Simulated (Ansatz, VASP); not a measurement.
## HgTe in VASP and in Ansatz

```xyz
2
Lattice="0.0000 3.1751 3.3202 3.1751 0.0000 3.3202 3.1751 3.1751 0.0000" Properties=species:S:1:pos:R:3 pbc="T T T"
Hg    0.0000    0.0000    0.0000
Te    4.7627    4.7627    4.9803
```

Change from the starting cell: strain -0.015 along x and y, +0.030 along z, atoms carried along.

Alike in both runs: task single point; functional r2SCAN; k mesh 14 × 14 × 14; occupations gaussian, width 0.15 eV; no spin polarisation.

|  | VASP | Ansatz |
| --- | --- | --- |
| version | VASP 6.6.1 | Ansatz 0.2.0 |
| potentials or method | VASP PAW PBE potentials, release 64 (Hg, Te), cutoff 520 eV | scalar-relativistic, plane waves, PAW |
| valence electrons in the cell | 18 | 36 |

```tsv
	VASP	Ansatz	Ansatz less VASP
gap on the k mesh at the Fermi level (eV)	none	none	-
pressure (GPa)	2.8	2.7	-0.08
traceless stress, the component that is largest in VASP (GPa)	-0.45	-0.45	+0.004
```

VASP's potentials were made for PBE, not for r2SCAN. A gap of «none» marks a metal or a gap that the smearing closes. VASP's potentials hold 18 valence electrons a cell and Ansatz's 36, so a difference there can come from the potentials and not from the codes.

Spin-orbit coupling is off throughout.
